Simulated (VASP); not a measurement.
# Be2S3 (R-3c) in VASP: further runs, part 2 of 2

VASP 6.6.1. Earlier steps stand in the parts before.

## (4) Relaxation of cell and atoms, PBE

This run uses another cell than the first one, of 15.94 Å³/atom.

Contents of INCAR:

```
PREC = Accurate
ENCUT = 600
EDIFF = 1E-7
ISMEAR = 0
SIGMA = 0.1
LREAL = F
LASPH = T
NELM = 120
ALGO = Normal
ISIF = 3
LWAVE = F
LCHARG = F
GGA = PE
IBRION = 2
NSW = 90
EDIFFG = -0.04
GGA_COMPAT = F
NELMIN = 4
```

Contents of KPOINTS:

```
regular mesh
0
Gamma
  6 6 6
```

Contents of POSCAR:

```
Be2S3
1.0
    2.9350929191      1.6945766869      5.3423098775
   -2.9350929191      1.6945766869      5.3423098775
    0.0000000000     -3.3891533740      5.3423098775
Be S
4 6
Direct
    0.8521800000      0.8521800000      0.8521800000
    0.6478200000      0.6478200000      0.6478200000
    0.1478200000      0.1478200000      0.1478200000
    0.3521800000      0.3521800000      0.3521800000
    0.0562500000      0.4437500000      0.7500000000
    0.7500000000      0.0562500000      0.4437500000
    0.4437500000      0.7500000000      0.0562500000
    0.9437500000      0.5562500000      0.2500000000
    0.2500000000      0.9437500000      0.5562500000
    0.5562500000      0.2500000000      0.9437500000
```

Potentials or basis: VASP PAW PBE potentials, release 64 (Be, S).

Launch:

```console
cat potpaw_PBE.64/Be/POTCAR potpaw_PBE.64/S/POTCAR > POTCAR
mpirun -np 1 vasp_std > vasp.out
```

OUTCAR:

```text
PREC = Accurate
   ENCUT = 600
   EDIFF = 1E-7
   ISMEAR = 0
   LREAL = F
   LASPH = T
   NELM = 120
   ISIF = 3
   GGA = PE
   IBRION = 2
   NSW = 90
   EDIFFG = -0.04
   NELMIN = 4

 ion  position               nearest neighbor table
   1  0.852  0.852  0.852-  10 2.29   9 2.29   8 2.29   5 2.43   7 2.43   6 2.43
   2  0.648  0.648  0.648-   9 2.29  10 2.29   8 2.29   5 2.43   6 2.43   7 2.43
   3  0.148  0.148  0.148-   7 2.29   6 2.29   5 2.29   8 2.43  10 2.43   9 2.43
   4  0.352  0.352  0.352-   6 2.29   7 2.29   5 2.29   8 2.43   9 2.43  10 2.43
   5  0.056  0.444  0.750-   3 2.29   4 2.29   1 2.43   2 2.43
   6  0.750  0.056  0.444-   4 2.29   3 2.29   2 2.43   1 2.43
   7  0.444  0.750  0.056-   3 2.29   4 2.29   1 2.43   2 2.43
   8  0.944  0.556  0.250-   1 2.29   2 2.29   3 2.43   4 2.43
   9  0.250  0.944  0.556-   2 2.29   1 2.29   4 2.43   3 2.43
  10  0.556  0.250  0.944-   1 2.29   2 2.29   3 2.43   4 2.43

  LATTYP: Found a trigonal (rhomboedric) cell.
 ALAT       =     6.3266606847
 COS(alpha) =     0.5695481095

  Lattice vectors:

 A1 = (   2.9350929191,   1.6945766869,   5.3423098775)
 A2 = (  -2.9350929191,   1.6945766869,   5.3423098775)
 A3 = (   0.0000000000,  -3.3891533740,   5.3423098775)

Analysis of symmetry for initial positions (statically):
=====================================================================
 Subroutine PRICEL returns:
 Original cell was already a primitive cell.

 Routine SETGRP: Setting up the symmetry group for a
 trigonal (rhombohedral) supercell.

 Subroutine GETGRP returns: Found 12 space group operations
 (whereof  6 operations were pure point group operations)
 out of a pool of 12 trial point group operations.

The static configuration has the point symmetry S_6 .
 The point group associated with its full space group is D_3d.

Analysis of symmetry for dynamics (positions and initial velocities):
=====================================================================
 Subroutine PRICEL returns:
 Original cell was already a primitive cell.

 Routine SETGRP: Setting up the symmetry group for a
 trigonal (rhombohedral) supercell.

 Subroutine GETGRP returns: Found 12 space group operations
 (whereof  6 operations were pure point group operations)
[... 138 lines left out ...]
     AMIX     =   0.40;   BMIX     =  1.00
     AMIX_MAG =   1.60;   BMIX_MAG =  1.00
  volume/ion in A,a.u.               =      15.94       107.59
  Fermi-wavevector in a.u.,A,eV,Ry     =   1.065871  2.014204 15.457316  1.136081
  Thomas-Fermi vector in A             =   2.201437
   LORBIT       =      0    0 simple, 1 ext, 2 COOP (PROOUT), +10 PAW based schemes
   GGA     = PE    functional components
   LHFCALC =     F    Hartree Fock is set to
   AEXX    =    0.0000 exact exchange contribution
   IVDW    =     0    specifies the selected vdW correction
   LEPSILON=     F    determine dielectric tensor
   LRPA    =     F    only Hartree local field effects (RPA)
 conjugate gradient relaxation of ions
 non-spin polarized calculation
 Gauss-broadening in eV      SIGMA  =   0.10
  energy-cutoff  :      600.00
  volume of cell :      159.43
 maximum number of plane-waves:      5340
 NGX is ok and might be reduce to    54
   NGX = 25   NGY = 25   NGZ = 25

--------------------------------------- Ionic step        1  -------------------------------------------

 number of electron      44.0000001 magnetization

 Free energy of the ion-electron system (eV)
  ---------------------------------------------------
  ext. energy  EPLUGINS =         0.00000000
  ---------------------------------------------------
  free energy    TOTEN  =       -41.02701518 eV

  energy without entropy =      -40.98855592  energy(sigma->0) =      -41.00778555

 E-fermi :   3.9859     XC(G=0):  -9.7896

 val. band max:        3.9813685407   @ k =   0.1667   0.1667   0.1667
 cond. band min:       4.0192166709   @ k =  -0.3333  -0.3333   0.1667
 fundamental gap:      0.0378481302
 Fermi energy:         3.9859020305

 k-point     1 :       0.0000    0.0000    0.0000
  band No.  band energies     occupation
      1      -9.8055      2.00000
      2      -7.8132      2.00000
      3      -7.5070      2.00000
      4      -7.5070      2.00000
      5      -7.1029      2.00000
      6      -7.1029      2.00000
[... 860 lines left out ...]
  FREE ENERGIE OF THE ION-ELECTRON SYSTEM (eV)
  ---------------------------------------------------
  free  energy   TOTEN  =       -41.5994495150 eV

  energy  without entropy=      -41.5705053158  energy(sigma->0) =      -41.58497742

[... ionic steps 4 to 16 ...]

--------------------------------------- Ionic step       17  -------------------------------------------

 number of electron      44.0000000 magnetization

------------------------ aborting loop because EDIFF is reached ----------------------------------------
[... 83 lines left out ...]
--------------------------------------- Ionic step       19  -------------------------------------------

 number of electron      44.0000000 magnetization

 Free energy of the ion-electron system (eV)
  ---------------------------------------------------
  ext. energy  EPLUGINS =         0.00000000
  ---------------------------------------------------
  free energy    TOTEN  =       -41.89362076 eV

  energy without entropy =      -41.86030007  energy(sigma->0) =      -41.87696042

 E-fermi :   5.6053     XC(G=0): -10.3436

 val. band max:        5.5970979332   @ k =   0.3333   0.1667   0.0000
 cond. band min:       5.6130193564   @ k =   0.5000   0.3333   0.3333
 fundamental gap:      0.0159214232
 Fermi energy:         5.6052619841

 k-point     1 :       0.0000    0.0000    0.0000
  band No.  band energies     occupation
      1      -9.2167      2.00000
      2      -6.5115      2.00000
      3      -6.5115      2.00000
      4      -6.2616      2.00000
      5      -6.2616      2.00000
      6      -5.9098      2.00000
[... 772 lines left out ...]
  FREE ENERGIE OF THE ION-ELECTRON SYSTEM (eV)
  ---------------------------------------------------
  free  energy   TOTEN  =       -41.8936207629 eV

  energy  without entropy=      -41.8603000687  energy(sigma->0) =      -41.87696042

 reached required accuracy - stopping structural energy minimisation
```

OSZICAR:

```text
N       E                     dE             d eps       ncg     rms          rms(c)
DAV:   1     0.221676240041E+03    0.22168E+03   -0.20756E+04  1792   0.153E+03
DAV:   2    -0.206042416581E+02   -0.24228E+03   -0.23741E+03  2392   0.240E+02
DAV:   3    -0.405867489651E+02   -0.19983E+02   -0.19652E+02  2256   0.795E+01
[... 200 lines left out ...]
DAV:   3    -0.418938745090E+02    0.49468E-03   -0.10209E-03  2288   0.237E-01    0.178E-01
DAV:   4    -0.418936080582E+02    0.26645E-03   -0.10797E-03  2076   0.158E-01    0.586E-02
DAV:   5    -0.418936210622E+02   -0.13004E-04   -0.19458E-04  2012   0.767E-02    0.219E-02
DAV:   6    -0.418936207906E+02    0.27168E-06   -0.87223E-06  2172   0.177E-02    0.175E-02
DAV:   7    -0.418936207044E+02    0.86163E-07   -0.22392E-06  2060   0.835E-03    0.203E-03
DAV:   8    -0.418936207629E+02   -0.58532E-07   -0.29038E-07  1616   0.319E-03
  19 F= -.41893621E+02 E0= -.41876960E+02  d E =-.603657E-02
```

It took 38 min on 1 thread of Intel Xeon Platinum 8488C (Sapphire Rapids), shared host; peak memory 0.5 GiB.

What came out:

```yaml
Free_energy: -41.8936 eV
Relaxed_volume: 14.08 Å³/atom
Relaxed_cell: a = 5.786 Å, b = 5.786 Å, c = 5.786 Å, α = 61.22°, β = 61.22°, γ = 61.22°
Space_group_after_relaxing_to_0.1_Å: R-3c (No. 167)
Energy_gained_by_relaxing: 86.7 meV/atom
Ionic_steps: 19
Pressure_after_relaxing: -0.1 GPa
Largest_force_after_relaxing: 0.012 eV/Å
Band_gap_on_the_k_mesh: zero (bands 22 and 23 overlap by 1.29 eV)
```

Forces in eV/Å, atoms in the order of the input:
```
Be   0.000  0.000  0.012
Be   0.000  0.000 -0.012
Be   0.000  0.000 -0.012
Be   0.000  0.000  0.012
S    0.000  0.000  0.000
S    0.000  0.000  0.000
S    0.000  0.000  0.000
S    0.000  0.000  0.000
S    0.000  0.000  0.000
S    0.000  0.000  0.000
```

Step by step:
| step | energy change (eV) | largest force (eV/Å) | pressure (GPa) | volume (Å³) |
| --- | --- | --- | --- | --- |
| 1 | 0.0000 | 0.3787 | -8.36 | 159.43 |
| 2 | -0.5721 | 0.3907 | 0.18 | 140.99 |
| 3 | -0.5724 | 0.3900 | 0.43 | 140.60 |
| 4 | -0.6162 | 0.2899 | 0.42 | 140.58 |
| 5 | -0.6691 | 0.0515 | 0.78 | 140.52 |
| 6 | -0.7027 | 0.0450 | -0.61 | 142.72 |
| 7 | -0.7271 | 0.1073 | -2.29 | 145.54 |
| 8 | -0.6746 | 0.2147 | -5.28 | 151.04 |
| 9 | -0.7298 | 0.1251 | -2.68 | 146.24 |
| 10 | -0.7438 | 0.1297 | -2.75 | 146.29 |
| 11 | -0.7805 | 0.1344 | -2.95 | 146.43 |
| 12 | -0.7925 | 0.1230 | -3.29 | 146.55 |
| 13 | -0.8001 | 0.1303 | -3.15 | 146.52 |
| 14 | -0.8275 | 0.1003 | -2.35 | 145.03 |
| 15 | -0.8598 | 0.1008 | -0.32 | 141.55 |
| 16 | -0.8606 | 0.1067 | 0.07 | 140.92 |
| 17 | -0.8619 | 0.0959 | 0.06 | 140.91 |
| 18 | -0.8650 | 0.0635 | 0.02 | 140.86 |
| 19 | -0.8666 | 0.0119 | -0.06 | 140.77 |

Final structure:
```cif
data_structure
_symmetry_space_group_name_H-M 'P 1'
_symmetry_Int_Tables_number 1
_cell_length_a 5.7864
_cell_length_b 5.7864
_cell_length_c 5.7864
_cell_angle_alpha 61.224
_cell_angle_beta 61.224
_cell_angle_gamma 61.224
_cell_volume 140.77
loop_
_atom_site_label
_atom_site_type_symbol
_atom_site_fract_x
_atom_site_fract_y
_atom_site_fract_z
_atom_site_occupancy
Be1 Be 0.85654 0.85654 0.85654 1
Be2 Be 0.64346 0.64346 0.64346 1
Be3 Be 0.14346 0.14346 0.14346 1
Be4 Be 0.35654 0.35654 0.35654 1
S1 S 0.08146 0.41854 0.75000 1
S2 S 0.75000 0.08146 0.41854 1
S3 S 0.41854 0.75000 0.08146 1
S4 S 0.91854 0.58146 0.25000 1
S5 S 0.25000 0.91854 0.58146 1
S6 S 0.58146 0.25000 0.91854 1
```

Levels at points of the mesh, in eV from the Fermi level:
| k point | band 18 | band 19 | band 20 | band 21 | band 22 | band 23 | band 24 | band 25 | band 26 | band 27 |
| --- | --- | --- | --- | --- | --- | --- | --- | --- | --- | --- |
| (0.00, 0.00, 0.00) | -1.03 | -1.03 | 0.26 | 0.26 | 0.31 | 0.31 | 1.76 | 4.14 | 4.33 | 5.36 |
| (0.50, 0.00, 0.00) | -1.88 | -1.17 | -1.17 | -0.61 | -0.61 | 0.60 | 0.60 | 4.62 | 4.62 | 5.39 |
| (0.50, 0.50, 0.00) | -1.65 | -1.58 | -1.38 | -1.25 | -0.11 | 0.49 | 0.68 | 3.62 | 5.08 | 5.31 |
| (0.50, 0.50, 0.50) | -1.47 | -1.47 | -1.47 | -0.51 | -0.51 | -0.51 | -0.51 | 3.83 | 3.83 | 5.42 |

## (5) The runs side by side

```csv
task,cell,gap on the mesh (eV),pressure (GPa),largest force (eV/Å)
single point,"a = 5.791 Å, angles 61.0°, 10 atoms, atomic positions A",none,0.0,0.02
single point,"a = 6.327 Å, angles 55.3°, 10 atoms, atomic positions B",none,-8.4,0.38
relaxation of cell and atoms,"relaxed from a = 6.327 Å, angles 55.3°, 10 atoms, atomic positions B",none,-0.1,0.01
```

Alike in all rows: level PBE; potentials or basis VASP PAW PBE potentials, release 64 (Be, S); no spin polarisation; k mesh 6 × 6 × 6; cutoff (eV) 600; smearing gaussian 0.1 eV.

Caveats: the cell stands under tension (at least some runs); semilocal functionals underestimate gaps, and a narrow one can read as zero (at least some runs).

Total energies depend on the potentials used, so only differences within one code and one set of settings carry meaning.

The gap in the log of VASP goes by the Fermi energy; the results here count the filled bands.